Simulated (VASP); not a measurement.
Al (a cell with a defect): single point with PBE

Crystal: Al (a cell with a defect).

```
CELL_PARAMETERS angstrom
8.10000 0.00000 0.00000
0.00000 8.10000 0.00000
0.00000 0.00000 8.10000
ATOMIC_POSITIONS crystal
Al 0.49955 0.00112 0.99971
Al 0.74902 0.25088 0.98731
Al 0.74907 0.98372 0.24946
Al 0.00137 0.00257 0.00099
Al 0.25135 0.24302 0.93463
Al 0.49214 0.49377 0.00683
Al 0.75073 0.74601 0.99581
Al 0.25134 0.96156 0.25338
Al 0.55178 0.24289 0.25355
Al 0.74901 0.51103 0.24947
Al 0.50277 0.99771 0.50254
Al 0.74908 0.25089 0.51521
Al 0.75077 0.99369 0.75193
Al 0.00869 0.49241 0.00821
Al 0.24979 0.75476 0.98595
Al 0.94085 0.24293 0.25350
Al 0.25130 0.57634 0.25332
Al 0.51583 0.75462 0.24947
Al 0.99811 0.99901 0.50129
Al 0.25140 0.24296 0.54642
Al 0.49594 0.49733 0.49556
Al 0.75077 0.74592 0.50560
Al 0.24979 0.98345 0.74761
Al 0.51483 0.25089 0.74759
Al 0.75073 0.50306 0.75185
Al 0.98515 0.75470 0.24947
Al 0.00503 0.49594 0.49405
Al 0.24980 0.75459 0.51647
Al 0.98617 0.25088 0.74754
Al 0.24979 0.51135 0.74747
Al 0.50523 0.74593 0.75193
Al 0.99533 0.74598 0.75189
Al 0.24491 0.27617 0.23696
```

```yaml
Program: VASP 6.6.1
Task: single point
Functional: PBE
Potentials_or_basis: VASP PAW PBE potentials, release 64 (Al)
Cutoff: 520 eV
k_mesh: 3 × 3 × 3
Occupations: fermi-dirac, width 0.1 eV
Spin: no spin polarisation
```

```json
{
 "Pressure": "4.8 GPa",
 "Largest force": "0.017 eV/Å"
}
```

Forces on the atoms (eV/Å):
```
Al  -0.004  0.006  0.004
Al   0.000 -0.001  0.004
Al  -0.006  0.003 -0.003
Al   0.004  0.002  0.006
Al   0.000  0.001  0.017
Al   0.002  0.004 -0.002
Al   0.000 -0.002  0.013
Al  -0.003 -0.004 -0.003
Al  -0.011  0.003 -0.004
Al  -0.002 -0.002  0.000
Al  -0.003  0.003 -0.002
Al  -0.004  0.003 -0.005
Al  -0.001  0.008  0.002
Al   0.002  0.008 -0.002
Al   0.001 -0.004  0.000
Al   0.015 -0.001 -0.006
Al  -0.001  0.004 -0.005
Al   0.005 -0.003  0.000
Al   0.002  0.000  0.001
Al  -0.001  0.001  0.001
Al  -0.001 -0.002  0.000
Al  -0.001 -0.004 -0.011
Al   0.000  0.000 -0.006
Al  -0.003  0.002 -0.005
Al   0.002 -0.011  0.005
Al  -0.002 -0.002  0.001
Al   0.000 -0.002  0.002
Al  -0.001 -0.001  0.005
Al   0.004  0.001 -0.003
Al  -0.001  0.000  0.000
Al  -0.012 -0.002 -0.003
Al   0.012 -0.002 -0.002
Al   0.006 -0.005  0.002
```

Stress tensor (GPa, compression positive):
```
 4.72  0.02 -0.01
 0.02  4.91  0.06
-0.01  0.06  4.77
```

Levels at points of the mesh, in eV from the Fermi level:
```tsv
k point	band 46	band 47	band 48	band 49	band 50	band 51	band 52	band 53
(0.00, 0.00, 0.00)	-0.47	-0.47	-0.12	0.18	0.20	0.20	0.38	0.47
```

It took 11 min on 1 thread of Intel(R) Xeon(R) Platinum 8259CL CPU @ 2.50GHz (Skylake/Cascade Lake), on a shared host, peak memory 0.64 GiB.
